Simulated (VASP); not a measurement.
Write the native input for VASP 6.6.1 that does the following.

```
Task                   : single point
Functional             : PBE
Potentials or basis    : VASP PAW PBE potentials, release 64 (Ba_sv, Hf_pv)
Cutoff                 : 520 eV
k mesh                 : 18 × 18 × 10
Occupations            : gaussian, width 0.1 eV
Spin                   : no spin polarisation
Dipole correction      : no
Further INCAR settings : ALGO = Fast; EDIFF = 1e-06; NBANDS = 17
```

The structure of BaHf lies in POSCAR:

```
BaHf
1.0
    3.4379082009      0.0000000000      0.0000000000
   -1.7189541005      2.9773158378      0.0000000000
    0.0000000000      0.0000000000      6.1135565408
Ba Hf
1 1
Direct
    0.0000000000      0.0000000000      0.0000000000
    0.6666666667      0.3333333333      0.5000000000
```

The input as run:

INCAR

```
PREC     = Accurate       # precision mode
ENCUT    = 520            # plane-wave cutoff, eV
EDIFF    = 1E-6           # SCF threshold, eV
ISMEAR   = 0              # smearing method
SIGMA    = 0.1            # smearing width, eV
LREAL    = False          # projectors in reciprocal space
LASPH    = True           # aspherical terms in the spheres
NELM     = 100            # most SCF steps
ALGO     = Fast           # electronic algorithm
ISIF     = 2              # what is computed and relaxed
LWAVE    = False          # write WAVECAR
LCHARG   = False          # write CHGCAR
GGA      = PE             # functional
NBANDS   = 17             # bands
```

KPOINTS

```
regular mesh
0
Gamma
  18 18 10
```

Potentials or basis: VASP PAW PBE potentials, release 64 (Ba_sv, Hf_pv).

Launch:

```sh
$ cat potpaw_PBE.64/Ba_sv/POTCAR potpaw_PBE.64/Hf_pv/POTCAR > POTCAR
$ mpirun -np 1 vasp_std > vasp.out
```

It gave:

The pressure is 0.8 GPa and the band gap on the k mesh is zero (bands 10 and 11 overlap by 1.37 eV).

Caveat: spin-orbit coupling is left out, which moves the levels of the heavy elements.

It took 5.8 min on 1 thread of Oxide Virtual Turin-like Processor, with other jobs on the host, peak memory 0.36 GiB.
